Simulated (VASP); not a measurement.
Runs of VASP 6.6.1 on CdS5. The structure is that of space group F-43m (No. 216), or close to it. The cells are those of the table. 

| task | cell | k mesh | cutoff (eV) | k mesh for the DOS | occupations for the DOS | gap on the mesh (eV) | pressure (GPa) | largest force (eV/Å) |
| --- | --- | --- | --- | --- | --- | --- | --- | --- |
| relaxation of cell and atoms | relaxed from a = 5.480 Å, angles 60.0°, 6 atoms | 8 × 8 × 8 | 600 | - | - | none | -0.1 | 0.01 |
| single point | a = 5.739 Å, angles 60.0°, 6 atoms | 4 × 4 × 4 | 520 | - | - | none | -8.0 | 0.19 |
| single point | a = 5.386 Å, angles 60.0°, 6 atoms | 8 × 8 × 8 | 520 | - | - | none | (a) | 0.04 |
| single point | a = 5.480 Å, angles 60.0°, 6 atoms | 4 × 4 × 4 | 520 | - | - | none | -0.1 | (b) |

Alike in all rows: level PBE; potentials or basis VASP PAW PBE potentials, release 64 (Cd, S); no spin polarisation; smearing gaussian 0.1 eV.

Q: Estimate the missing entries.

A: (a) 0.0; (b) 0.07.

A k mesh can miss the band edges, and the runs leave out spin-orbit coupling on Cd.

A gap of «none» marks levels without a gap at the run's occupations.
